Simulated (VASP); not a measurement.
Hf, 2 atoms in the cell. The structure is hexagonal, space group P6_3/mmc (No. 194). Conventional cell: a = 3.199 Å, b = 3.199 Å, c = 5.046 Å, α = 90.00°, β = 90.00°, γ = 120.00°. Hf (site symmetry -6m2) has 12 Hf at 3.13 to 3.20 Å within 4.1 Å. 

| Property | Result |
| --- | --- |
| Program | VASP 6.6.1 |
| Task | single point |
| Functional | r2SCAN |
| Potentials or basis | VASP PAW PBE potentials, release 64 (Hf_pv) |
| Cutoff | 520 eV |
| k mesh | 16 × 16 × 8 |
| Occupations | gaussian, width 0.05 eV |
| Spin | no spin polarisation |
| Dipole correction | no |
| Further INCAR settings | ALGO = Normal; EDIFF = 1e-06; NBANDS = 17 |

Potentials or basis: VASP PAW PBE potentials, release 64 (Hf_pv).

Command:

```console
$ cat potpaw_PBE.64/Hf_pv/POTCAR > POTCAR
$ cp INCAR.step1 INCAR
$ mpirun -np 1 vasp_std > vasp.out
$ cp INCAR.step2 INCAR
$ mpirun -np 1 vasp_std > vasp.out
```

Hardware: 1 thread of Intel(R) Xeon(R) Platinum 8559C (Emerald Rapids), with other jobs on the host.

Estimate the wall time of this run.

Wall time 2.4 min on 1 thread of Intel(R) Xeon(R) Platinum 8559C (Emerald Rapids), with other jobs on the host, peak memory 0.24 GiB. Counts: k points 150.
